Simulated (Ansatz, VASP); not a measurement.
CeO2: VASP beside Ansatz

The input INCAR:

```
SYSTEM = CeO2
ALGO = Normal
EDIFF = 1E-7
ENCUT = 520
GGA = PE
ISIF = 2
ISMEAR = 0
LASPH = .TRUE.
LCHARG = .TRUE.
LELF = .TRUE.
LREAL = .FALSE.
LVHAR = .TRUE.
LWAVE = .FALSE.
NBANDS = 19
NELM = 80
PREC = Accurate
SIGMA = 0.05
```

Contents of KPOINTS:

```
k-points
0
G
  12 12 12
  0 0 0
```

File POSCAR:

```
CeO2
1.0
    0.0000000000      2.7867712640      2.7321286902
    2.7321286902      0.0000000000      2.7321286902
    2.7321286902      2.7867712640      0.0000000000
Ce O
1 2
Direct
    0.0000000000      0.0000000000      0.0000000000
    0.2500000000      0.2500000000      0.2500000000
    0.7500000000      0.7500000000      0.7500000000
```

Input for Ansatz:

```yaml
crystal:
  lattice:
    - [0.0, 2.786771264, 2.7321286902]
    - [2.7321286902, 0.0, 2.7321286902]
    - [2.7321286902, 2.786771264, 0.0]
  atoms:
    - { symbol: Ce, position: [0.0, 0.0, 0.0] }
    - { symbol: O, position: [0.25, 0.25, 0.25] }
    - { symbol: O, position: [0.75, 0.75, 0.75] }
basis:
  ecutwfc: 420
  ecutrho_ratio: 4
kpoints:
  mp_grid: { grid: [12, 12, 12] }
hamiltonian:
  xc: pbe
scf:
  occupations: { method: gaussian, width: 0.05 }
output:
  forces: true
  stress: true
  eigenvalues: true
```

Change from the starting cell: strain e2 = +0.02, atoms carried along.

Alike in both runs: task single point; functional PBE; k mesh 12 × 12 × 12; occupations gaussian, width 0.05 eV; no spin polarisation.

|  | VASP | Ansatz |
| --- | --- | --- |
| version | VASP 6.6.1 | Ansatz 0.2.0 |
| potentials or method | VASP PAW PBE potentials, release 64 (Ce, O), cutoff 520 eV | scalar-relativistic, plane waves, PAW |
| valence electrons in the cell | 24 | 24 |

```tsv
	VASP	Ansatz	Ansatz less VASP
gap on the k mesh at the Fermi level (eV)	1.79	1.82	+0.030
least direct gap on the mesh (eV)	1.89	1.92	+0.031
pressure (GPa)	-3.4	-3.3	+0.06
traceless stress, the component that is largest in VASP (GPa)	-3.07	-3.09	-0.024
```

With one functional, cell and mesh, what is left measures potentials, basis and numerics.

Neither program's run includes spin-orbit coupling.
